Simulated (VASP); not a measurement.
# InP in VASP: further runs

The runs below take InP through single point, with PBEsol.

Everything below comes from runs of VASP 6.6.1. Logs are shortened: lines on timing, memory, paths and dates and some standing lists are left out, and cuts for length are marked.

## 1. The cell of the first run

It takes space group Fm-3m (No. 225, cubic). Conventional cell: a = 5.618 Å, b = 5.618 Å, c = 5.618 Å, α = 90.00°, β = 90.00°, γ = 90.00°. Within 3.7 Å of In (site symmetry m-3m) lie 6 P at 2.81 Å. P (site symmetry m-3m) has 6 In at 2.81 Å within 3.7 Å.

## 2. Single point, PBEsol (22.16 Å³/atom)

INCAR reads:

```
PREC     = Accurate       # precision mode
ENCUT    = 520            # plane-wave cutoff, eV
EDIFF    = 1E-7           # SCF threshold, eV
ISMEAR   = 0              # smearing method
SIGMA    = 0.05           # smearing width, eV
LREAL    = False          # projectors in reciprocal space
LASPH    = True           # aspherical terms in the spheres
NELM     = 80             # most SCF steps
ALGO     = Normal         # electronic algorithm
ISIF     = 2              # what is computed and relaxed
LWAVE    = False          # write WAVECAR
LCHARG   = False          # write CHGCAR
GGA      = PS             # functional
NBANDS   = 16             # bands
```

KPOINTS reads:

```
Automatic mesh
0
Gamma
  10 10 10
```

POSCAR reads:

```
InP
1.0
    0.0000000000      2.8088947703      2.8088947703
    2.8088947703      0.0000000000      2.8088947703
    2.8088947703      2.8088947703      0.0000000000
In P
1 1
Direct
    0.0000000000      0.0000000000      0.0000000000
    0.5000000000      0.5000000000      0.5000000000
```

Potentials or basis: VASP PAW PBE potentials, release 64 (In_d, P).

Run with:

```bash
$ cat potpaw_PBE.64/In_d/POTCAR potpaw_PBE.64/P/POTCAR > POTCAR
$ mpirun -np 1 vasp_std > vasp.out
```

OUTCAR:

```text
PREC = Accurate
   ENCUT = 520
   EDIFF = 1E-7
   ISMEAR = 0
   LREAL = False
   LASPH = True
   NELM = 80
   ISIF = 2
   GGA = PS

 ion  position               nearest neighbor table
   1  0.000  0.000  0.000-   2 2.81   2 2.81   2 2.81   2 2.81   2 2.81   2 2.81
   2  0.500  0.500  0.500-   1 2.81   1 2.81   1 2.81   1 2.81   1 2.81   1 2.81

  LATTYP: Found a face centered cubic cell.
 ALAT       =     5.6177895406

  Lattice vectors:

 A1 = (   0.0000000000,   2.8088947703,   2.8088947703)
 A2 = (   2.8088947703,   0.0000000000,   2.8088947703)
 A3 = (   2.8088947703,   2.8088947703,   0.0000000000)

Analysis of symmetry for initial positions (statically):
=====================================================================
 Subroutine PRICEL returns:
 Original cell was already a primitive cell.

 Routine SETGRP: Setting up the symmetry group for a
 face centered cubic supercell.

 Subroutine GETGRP returns: Found 48 space group operations
 (whereof 48 operations were pure point group operations)
 out of a pool of 48 trial point group operations.

The static configuration has the point symmetry O_h .

Analysis of symmetry for dynamics (positions and initial velocities):
=====================================================================
 Subroutine PRICEL returns:
 Original cell was already a primitive cell.

 Routine SETGRP: Setting up the symmetry group for a
 face centered cubic supercell.

 Subroutine GETGRP returns: Found 48 space group operations
 (whereof 48 operations were pure point group operations)
 out of a pool of 48 trial point group operations.

The dynamic configuration has the point symmetry O_h .

 Subroutine INISYM returns: Found 48 space group operations
 (whereof 48 operations are pure point group operations),
 and found     1 'primitive' translations

----------------------------------------------------------------------------------------

                                     Primitive cell

  volume of cell :      44.3237

  direct lattice vectors                    reciprocal lattice vectors
     0.000000000  2.808894770  2.808894770    -0.178005956  0.178005956  0.178005956
     2.808894770  0.000000000  2.808894770     0.178005956 -0.178005956  0.178005956
     2.808894770  2.808894770  0.000000000     0.178005956  0.178005956 -0.178005956

  length of vectors
     3.972377079  3.972377079  3.972377079     0.308315361  0.308315361  0.308315361

  position of ions in fractional coordinates (direct lattice)
     0.000000000  0.000000000  0.000000000
     0.500000000  0.500000000  0.500000000

  ion indices of the primitive-cell ions
   primitive index   ion index
                 1           1
                 2           2

----------------------------------------------------------------------------------------

 KPOINTS: Automatic mesh

Automatic generation of k-mesh.
 Grid dimensions read from file:
 generate k-points for:   10   10   10

 Generating k-lattice:

  Cartesian coordinates                     Fractional coordinates (reciprocal lattice)
    -0.017800596  0.017800596  0.017800596     0.100000000  0.000000000  0.000000000
     0.017800596 -0.017800596  0.017800596     0.000000000  0.100000000  0.000000000
     0.017800596  0.017800596 -0.017800596     0.000000000  0.000000000  0.100000000

  Length of vectors
     0.030831536  0.030831536  0.030831536

  Shift w.r.t. Gamma in fractional coordinates (k-lattice)
     0.000000000  0.000000000  0.000000000

 Subroutine IBZKPT returns following result:
 ===========================================

 Found     47 irreducible k-points:

 Following reciprocal coordinates:
            Coordinates               Weight
  0.000000  0.000000  0.000000      1.000000
  0.100000  0.000000  0.000000      8.000000
  0.200000  0.000000  0.000000      8.000000
  0.300000  0.000000  0.000000      8.000000
  0.400000  0.000000  0.000000      8.000000
  0.500000  0.000000  0.000000      4.000000
[... 16 lines left out ...]
  0.300000  0.300000  0.000000      6.000000
  0.400000  0.300000  0.000000     24.000000
 [... further k-points ...]
   k-points           NKPTS =     47   k-points in BZ     NKDIM =     47   number of bands    NBANDS=     16
   number of dos      NEDOS =    301   number of ions     NIONS =      2
   total plane-waves  NPLWV =  27000
   dimension x,y,z NGX =    30 NGY =   30 NGZ =   30
   dimension x,y,z NGXF=    60 NGYF=   60 NGZF=   60
   ions per type =               1   1
   NGX,Y,Z   is equivalent  to a cutoff of  12.56, 12.56, 12.56 a.u.
   NGXF,Y,Z  is equivalent  to a cutoff of  25.11, 25.11, 25.11 a.u.
 SYSTEM =  unknown system
   PREC   = accura    normal or accurate (medium, high low for compatibility)
   ISTART =      0    job   : 0-new  1-cont  2-samecut
   ICHARG =      2    charge: 1-file 2-atom 10-const
   ISPIN  =      1    spin polarized calculation?
   LNONCOLLINEAR =      F non collinear calculations
   LSORBIT =      F    spin-orbit coupling
   LASPH  =      T    aspherical Exc in radial PAW
   ENCUT  =  520.0 eV  38.22 Ry    6.18 a.u.   7.39  7.39  7.39*2*pi/ulx,y,z
   NELM   =     80;   NELMIN=  2; NELMDL= -5     # of ELM steps
   EDIFF  = 0.1E-06   stopping-criterion for ELM
   LREAL  =      F    real-space projection
   EDIFFG = 0.1E-05   stopping-criterion for IOM
   NSW    =      0    number of steps for IOM
   IBRION =     -1    ionic relax: 0-MD 1-quasi-New 2-CG
   NFREE  =      0    steps in history (QN), initial steepest desc. (CG)
   ISIF   =      2    stress and relaxation
   ISYM   =      2    0-nonsym 1-usesym 2-fastsym
   POTIM  = 0.5000    time-step for ionic-motion
   TEBEG  =    0.0;   TEEND  =   0.0 temperature during run
   PSTRESS=    0.0 pullay stress
   NELECT =      18.0000    total number of electrons
   NUPDOWN=      -1.0000    fix difference up-down
   EMIN   =  10.00;   EMAX   =-10.00  energy-range for DOS
   EFERMI =   0.00;   METHOD = LEGACY
   ISMEAR =     0;   SIGMA  =   0.05  broadening in eV -4-tet -1-fermi 0-gaus
   EFERMI_NEDOS =   21; number of points for ismear=-14 and -15
   IALGO  =     38    algorithm
   IMIX   =      4    mixing-type and parameters
     AMIX     =   0.40;   BMIX     =  1.00
     AMIX_MAG =   1.60;   BMIX_MAG =  1.00
  volume/ion in A,a.u.               =      22.16       149.56
  Fermi-wavevector in a.u.,A,eV,Ry     =   1.212328  2.290968 19.997021  1.469740
  Thomas-Fermi vector in A             =   2.347816
   LORBIT       =      0    0 simple, 1 ext, 2 COOP (PROOUT), +10 PAW based schemes
   GGA     = PS    functional components
   LHFCALC =     F    Hartree Fock is set to
   AEXX    =    0.0000 exact exchange contribution
   IVDW    =     0    specifies the selected vdW correction
   LEPSILON=     F    determine dielectric tensor
   LRPA    =     F    only Hartree local field effects (RPA)
 non-spin polarized calculation
 Gauss-broadening in eV      SIGMA  =   0.05
  energy-cutoff  :      520.00
  volume of cell :       44.32
 maximum number of plane-waves:      1243
 NGX is ok and might be reduce to    30
   NGX = 15   NGY = 15   NGZ = 15

 number of electron      17.9999999 magnetization

 Free energy of the ion-electron system (eV)
  ---------------------------------------------------
  ext. energy  EPLUGINS =         0.00000000
  ---------------------------------------------------
  free energy    TOTEN  =        -8.73408393 eV

  energy without entropy =       -8.73275888  energy(sigma->0) =       -8.73342141

 E-fermi :   6.3523     XC(G=0): -10.3572

 val. band max:        6.3478093219   @ k =   0.3000   0.0000   0.0000
 cond. band min:       6.4350188739   @ k =  -0.1000   0.1000   0.0000
 fundamental gap:      0.0872095520
 Fermi energy:         6.3522828702

 k-point     1 :       0.0000    0.0000    0.0000
  band No.  band energies     occupation
      1      -7.6553      2.00000
      2      -7.6553      2.00000
      3      -7.6357      2.00000
      4      -7.6357      2.00000
      5      -7.6357      2.00000
      6      -5.3153      2.00000
[... 8 lines left out ...]
     15      14.5539      0.00000
     16      14.5539      0.00000

 k-point     2 :       0.1000    0.0000    0.0000
  band No.  band energies     occupation
      1      -7.6592      2.00000
      2      -7.6592      2.00000
      3      -7.6358      2.00000
      4      -7.6300      2.00000
      5      -7.6300      2.00000
      6      -5.1964      2.00000
[... 8 lines left out ...]
     15      14.0453      0.00000
     16      14.5474      0.00000

 k-point     3 :       0.2000    0.0000    0.0000
  band No.  band energies     occupation
      1      -7.6724      2.00000
      2      -7.6724      2.00000
      3      -7.6370      2.00000
      4      -7.6122      2.00000
      5      -7.6122      2.00000
      6      -4.8478      2.00000
[... 8 lines left out ...]
     15      14.5656      0.00000
     16      14.5656      0.00000

 k-point     4 :       0.3000    0.0000    0.0000
  band No.  band energies     occupation
      1      -7.6895      2.00000
      2      -7.6895      2.00000
      3      -7.6396      2.00000
      4      -7.5892      2.00000
      5      -7.5892      2.00000
      6      -4.3057      2.00000
[... 8 lines left out ...]
     15      15.5699      0.00000
     16      15.5699      0.00000

 k-point     5 :       0.4000    0.0000    0.0000
  band No.  band energies     occupation
      1      -7.7035      2.00000
      2      -7.7035      2.00000
      3      -7.6425      2.00000
      4      -7.5702      2.00000
      5      -7.5702      2.00000
      6      -3.6897      2.00000
[... 8 lines left out ...]
     15      16.8042      0.00000
     16      16.8042      0.00000

 k-point     6 :       0.5000    0.0000    0.0000
  band No.  band energies     occupation
      1      -7.7089      2.00000
      2      -7.7089      2.00000
      3      -7.6437      2.00000
      4      -7.5630      2.00000
      5      -7.5630      2.00000
      6      -3.3608      2.00000
[... 8 lines left out ...]
     15      17.5989      0.00000
     16      17.5989      0.00000
[... 267 lines left out ...]
 k-point    21 :      -0.3000    0.2000    0.0000
  band No.  band energies     occupation
      1      -7.7372      2.00000
      2      -7.6912      2.00000
      3      -7.6229      2.00000
      4      -7.5894      2.00000
      5      -7.5802      2.00000
      6      -3.4829      2.00000
[... 8 lines left out ...]
     15      16.7242      0.00000
     16      18.1284      0.00000

 k-point    22 :      -0.2000    0.2000    0.0000
  band No.  band energies     occupation
      1      -7.7044      2.00000
      2      -7.6900      2.00000
      3      -7.6304      2.00000
      4      -7.5981      2.00000
      5      -7.5901      2.00000
      6      -4.0910      2.00000
[... 8 lines left out ...]
     15      16.5888      0.00000
     16      17.8945      0.00000

 k-point    23 :       0.3000    0.3000    0.0000
  band No.  band energies     occupation
      1      -7.8119      2.00000
      2      -7.6672      2.00000
      3      -7.6278      2.00000
      4      -7.5720      2.00000
      5      -7.5720      2.00000
      6      -3.8516      2.00000
[... 8 lines left out ...]
     15      17.3458      0.00000
     16      18.9639      0.00000

 k-point    24 :       0.4000    0.3000    0.0000
  band No.  band energies     occupation
      1      -7.8469      2.00000
      2      -7.6682      2.00000
      3      -7.6302      2.00000
      4      -7.5620      2.00000
      5      -7.5562      2.00000
      6      -3.3267      2.00000
[... 8 lines left out ...]
     15      18.1916      0.00000
     16      19.3797      0.00000

 [... further k-points ...]

------------------------ aborting loop because EDIFF is reached ----------------------------------------

  FORCE on cell =-STRESS in cart. coord.  units (eV):
  Direction    XX          YY          ZZ          XY          YZ          ZX
  --------------------------------------------------------------------------------------
  -------------------------------------------------------------------------------------
  Total       -1.6253675     -1.6253675     -1.6253675      0.0000000      0.0000000      0.0000000
  in kB      -58.7524169    -58.7524169    -58.7524169      0.0000000      0.0000000      0.0000000
  external PRESSURE =     -58.7524169 kB  Pullay stress =       0.0000000 kB

 VOLUME and BASIS-vectors are now :
 -----------------------------------------------------------------------------
  energy-cutoff  :      520.00
  volume of cell :       44.32
      direct lattice vectors                 reciprocal lattice vectors
     0.000000000  2.808894770  2.808894770    -0.178005956  0.178005956  0.178005956
     2.808894770  0.000000000  2.808894770     0.178005956 -0.178005956  0.178005956
     2.808894770  2.808894770  0.000000000     0.178005956  0.178005956 -0.178005956

 POSITION                                       TOTAL-FORCE (eV/Angst)
 -----------------------------------------------------------------------------------
      0.00000      0.00000      0.00000         0.000000     -0.000000     -0.000000
      2.80889      2.80889      2.80889         0.000000      0.000000      0.000000
 -----------------------------------------------------------------------------------
    total drift:                               -0.000000      0.000000      0.000000

  FREE ENERGIE OF THE ION-ELECTRON SYSTEM (eV)
  ---------------------------------------------------
  free  energy   TOTEN  =        -8.7340839326 eV

  energy  without entropy=       -8.7327588840  energy(sigma->0) =       -8.73342141
```

Wall time 52 s (1 thread of Intel Xeon 8259CL, shared host); peak memory 0.19 GiB.

Results:

```yaml
Free_energy: -8.7341 eV
Pressure: -5.9 GPa
Band_gap_on_the_k_mesh: zero (bands 9 and 10 overlap by 2.48 eV)
```

Caveat: the cell stands under tension; the PAW data sets were made with another functional, which shifts forces and pressure a little; spin-orbit coupling is left out, which moves the levels of the heavy elements.

## 3. Single point, PBEsol (atom 1 (In) moved 0.02 Å along z)

INCAR reads:

```
SYSTEM = InP
PREC = Accurate
ENCUT = 520
EDIFF = 1E-6
ISMEAR = 0
SIGMA = 0.05
LREAL = .FALSE.
LASPH = .TRUE.
NELM = 60
ALGO = Normal
ISIF = 2
LWAVE = .FALSE.
LCHARG = .TRUE.
GGA = PS
LELF = .TRUE.
LVHAR = .TRUE.
NBANDS = 16
```

KPOINTS reads:

```
regular mesh
0
G
  10 10 10
  0 0 0
```

POSCAR reads:

```
InP
1.0
    0.0000000000      2.7295419145      2.7295419145
    2.7295419145      0.0000000000      2.7295419145
    2.7295419145      2.7295419145      0.0000000000
In P
1 1
Direct
    0.0036636184      0.0036636184     -0.0036636184
    0.5000000000      0.5000000000      0.5000000000
```

Potentials or basis: VASP PAW PBE potentials, release 64 (In_d, P).

Run with:

```bash
$ cat potpaw_PBE.64/In_d/POTCAR potpaw_PBE.64/P/POTCAR > POTCAR
$ mpirun -np 1 vasp_std > vasp.out
```

OUTCAR:

```text
SYSTEM = InP
   PREC = Accurate
   ENCUT = 520
   EDIFF = 1E-6
   ISMEAR = 0
   LREAL = .FALSE.
   LASPH = .TRUE.
   NELM = 60
   ISIF = 2
   GGA = PS

 ion  position               nearest neighbor table
   1  0.004  0.004  0.996-   2 2.71   2 2.73   2 2.73   2 2.73   2 2.73   2 2.75
   2  0.500  0.500  0.500-   1 2.71   1 2.73   1 2.73   1 2.73   1 2.73   1 2.75

  LATTYP: Found a face centered cubic cell.
 ALAT       =     5.4590838290

  Lattice vectors:

 A1 = (   0.0000000000,   2.7295419145,   2.7295419145)
 A2 = (   2.7295419145,   0.0000000000,   2.7295419145)
[... 643 lines left out ...]

  FORCE on cell =-STRESS in cart. coord.  units (eV):
  Direction    XX          YY          ZZ          XY          YZ          ZX
  --------------------------------------------------------------------------------------
  -------------------------------------------------------------------------------------
  Total        0.0038679      0.0038679      0.0184034      0.0000000      0.0000000     -0.0000000
  in kB        0.1523642      0.1523642      0.7249510      0.0000000      0.0000000     -0.0000000
  external PRESSURE =       0.3432264 kB  Pullay stress =       0.0000000 kB

 VOLUME and BASIS-vectors are now :
 -----------------------------------------------------------------------------
  energy-cutoff  :      520.00
  volume of cell :       40.67
      direct lattice vectors                 reciprocal lattice vectors
     0.000000000  2.729541914  2.729541914    -0.183180920  0.183180920  0.183180920
     2.729541914  0.000000000  2.729541914     0.183180920 -0.183180920  0.183180920
     2.729541914  2.729541914  0.000000000     0.183180920  0.183180920 -0.183180920

 POSITION                                       TOTAL-FORCE (eV/Angst)
 -----------------------------------------------------------------------------------
      2.72954      2.72954      0.02000         0.000000      0.000000     -0.056913
      2.72954      2.72954      2.72954         0.000000      0.000000      0.056913
 -----------------------------------------------------------------------------------
    total drift:                                0.000000      0.000000      0.000015

  FREE ENERGIE OF THE ION-ELECTRON SYSTEM (eV)
  ---------------------------------------------------
  free  energy   TOTEN  =        -8.8044221384 eV

  energy  without entropy=       -8.8032663936  energy(sigma->0) =       -8.80384427
```

stdout:

```text
POSCAR found type information on POSCAR InP
 POSCAR found :  2 types and       2 ions
 scaLAPACK will be used
 -----------------------------------------------------------------------------
|                                                                             |
|                                                                             |
|     You enforced a specific xc type in the INCAR file but a different       |
|     I HOPE YOU KNOW WHAT YOU ARE DOING!                                     |
|                                                                             |
 -----------------------------------------------------------------------------

 LDA part: xc-table for (Slater+PW92), standard interpolation
 POSCAR, INCAR and KPOINTS ok, starting setup
 FFT: planning ... GRIDC
 FFT: planning ... GRID_SOFT
 FFT: planning ... GRID
 WAVECAR not read
 entering main loop
```

It took 1.9 min on 1 thread of Intel Xeon 8259CL, shared host; peak memory 0.21 GiB.

Results:

* Free energy: -8.8044 eV
* Pressure: 0.0 GPa
* Largest force: 0.057 eV/Å
* Band gap on the k mesh: zero (bands 9 and 10 overlap by 2.80 eV)

Forces in eV/Å, atoms in the order of the input:
```
In   0.000  0.000 -0.057
P    0.000  0.000  0.057
```

Caveat: the cell differs from its parent crystal (atom 1 (In) moved 0.02 Å along z); the PAW data sets were made with another functional, which shifts forces and pressure a little; spin-orbit coupling is left out, which moves the levels of the heavy elements.

The gap in the log of VASP goes by the Fermi energy; the results here count the filled bands.